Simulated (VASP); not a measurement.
Here is a VASP 6.6.1 calculation.

File INCAR:

```
SYSTEM = BeCd3Te4
PREC = Accurate
ENCUT = 520
EDIFF = 1E-7
ISMEAR = 0
SIGMA = 0.02
LREAL = .False.
LASPH = .True.
NELM = 100
ALGO = Normal
ISIF = 2
LWAVE = .False.
LCHARG = .False.
GGA = PE
NBANDS = 41
```

The input KPOINTS:

```
Automatic mesh
0
Gamma
  4 4 4
  0 0 0
```

POSCAR

```
BeCd3Te4
1.0
    6.3750496415      0.0000000000      0.0000000000
    0.0000000000      6.3750496415      0.0000000000
    0.0000000000      0.0000000000      6.3750496415
Be Cd Te
1 3 4
Direct
    0.0000000000      0.0000000000      0.0000000000
    0.5000000000      0.0000000000      0.5000000000
    0.0000000000      0.5000000000      0.5000000000
    0.5000000000      0.5000000000      0.0000000000
    0.2265338466      0.7734661534      0.7734661534
    0.7734661534      0.7734661534      0.2265338466
    0.7734661534      0.2265338466      0.7734661534
    0.2265338466      0.2265338466      0.2265338466
```

Potentials or basis: VASP PAW PBE potentials, release 64 (Be, Cd, Te).

Launch:

```sh
$ cat potpaw_PBE.64/Be/POTCAR potpaw_PBE.64/Cd/POTCAR potpaw_PBE.64/Te/POTCAR > POTCAR
$ mpirun -np 1 vasp_std > vasp.out
```

(1) Predict the pressure.

(2) Predict the band gap on the k mesh.

(3) What does it give for the largest force?

Results:

(1) 0.1 GPa.

(2) 1.11 eV.

(3) 0.004 eV/Å.

Caveat: spin-orbit coupling is left out, which moves the levels of the heavy elements.
